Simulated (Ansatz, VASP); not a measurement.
One calculation of PbS, two programs

File INCAR:

```
SYSTEM = PbS
  ALGO = Normal
  EDIFF = 1E-6
  ENCUT = 520
  GGA = CA
  ISIF = 2
  ISMEAR = -1
  LASPH = .True.
  LCHARG = .True.
  LELF = .True.
  LREAL = .False.
  LVHAR = .True.
  LWAVE = .False.
  NBANDS = 17
  NELM = 100
  PREC = Accurate
  SIGMA = 0.01
```

The input KPOINTS:

```
k-points
0
Gamma
  8 8 8
  0 0 0
```

Contents of POSCAR:

```
PbS
1.0
    0.0000000000      2.9895052435      2.9895052435
    2.9895052435      0.0000000000      2.9895052435
    2.9895052435      2.9895052435      0.0000000000
Pb S
1 1
Direct
    0.0000000000      0.0000000000      0.0000000000
    0.5000000000      0.5000000000      0.5000000000
```

Input for Ansatz:

```yaml
crystal:
  lattice:
    - [0.0, 2.9895052435, 2.9895052435]
    - [2.9895052435, 0.0, 2.9895052435]
    - [2.9895052435, 2.9895052435, 0.0]
  atoms:
    - { symbol: Pb, position: [0.0, 0.0, 0.0] }
    - { symbol: S, position: [0.5, 0.5, 0.5] }
kpoints:
  mp_grid: { grid: [8, 8, 8] }
scf:
  occupations: { method: fermi_dirac, width: 0.01 }
hamiltonian:
  xc: lda
  pseudopotentials: { kind: all_electron, lapw: { basis_error: 0.0005 } }
output:
  forces: true
  stress: true
  eigenvalues: true
```

Change from the starting cell: volume scaled by 1.025.

Alike in both runs: task single point; functional LDA; k mesh 8 × 8 × 8; occupations fermi-dirac, width 0.01 eV; no spin polarisation.

|  | VASP | Ansatz |
| --- | --- | --- |
| version | VASP 6.6.1 | Ansatz 0.2.0 |
| potentials or method | VASP PAW LDA potentials, release 64 (Pb_d, S), cutoff 520 eV | all-electron LAPW, scalar-relativistic |

|  | VASP | Ansatz | Ansatz less VASP |
| --- | --- | --- | --- |
| pressure (GPa) | -3.8 | -3.8 | -0.02 |

LDA's correlation is that of Perdew and Zunger in VASP and of Perdew and Wang (1992) in Ansatz. Ansatz ran all-electron here, and VASP with PAW potentials.

Neither program's run includes spin-orbit coupling.
